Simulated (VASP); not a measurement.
Crystal: C.

```xyz
4
Lattice="2.4700 0.0000 0.0000 -1.2350 2.1391 0.0000 0.0000 0.0000 6.7900" Properties=species:S:1:pos:R:3 pbc="T T T"
C     0.0000    0.0000    0.0000
C     0.0000    0.0000    3.3950
C     0.0000    1.4261    0.0340
C     1.2350    0.7130    3.4289
```

```yaml
Program: VASP 6.6.1
Task: relaxation of cell and atoms
Functional: PBE
Dispersion: D3(BJ)
Potentials_or_basis: VASP PAW PBE potentials, release 64 (C)
Cutoff: 600 eV
k_mesh: 21 × 21 × 6
Occupations: gaussian, width 0.1 eV
Spin: no spin polarisation
```

At the start: pressure -1.9 GPa; volume 8.97 Å³/atom.

Q: How do energy, volume and symmetry change on relaxing?

A: Over 12 steps the energy falls by 5.3 meV/atom and the volume is 8.79 Å³/atom (-2.0 %); space group P6_3/mmc (No. 194, to 0.05 Å).

Step by step:
| step | energy change (eV) | largest force (eV/Å) | pressure (GPa) | volume (Å³) |
| --- | --- | --- | --- | --- |
| 1 | 0.0000 | 0.5671 | -1.86 | 35.88 |
| 2 | -0.0069 | 0.3455 | 3.95 | 35.34 |
| 3 | -0.0193 | 0.0599 | 1.36 | 35.58 |
| 4 | -0.0168 | 0.1132 | -2.91 | 35.88 |
| 5 | -0.0205 | 0.0022 | -0.20 | 35.68 |
| 6 | -0.0206 | 0.0027 | -0.18 | 35.64 |
| 7 | -0.0209 | 0.0040 | -0.13 | 35.52 |
| 8 | -0.0213 | 0.0067 | -0.02 | 35.28 |
| 9 | -0.0210 | 0.0119 | 0.22 | 34.80 |
| 10 | -0.0214 | 0.0081 | 0.05 | 35.14 |
| 11 | -0.0212 | 0.0281 | -0.44 | 35.16 |
| 12 | -0.0214 | 0.0024 | -0.03 | 35.14 |

Final structure:
```xyz
4
Lattice="2.4653 0.0000 0.0000 -1.2326 2.1350 0.0000 0.0000 0.0000 6.6768" Properties=species:S:1:pos:R:3 pbc="T T T"
C     0.0000    0.0000    0.0168
C     0.0000    0.0000    3.3552
C     0.0000    1.4233    0.0166
C     1.2326    0.7117    3.3550
```
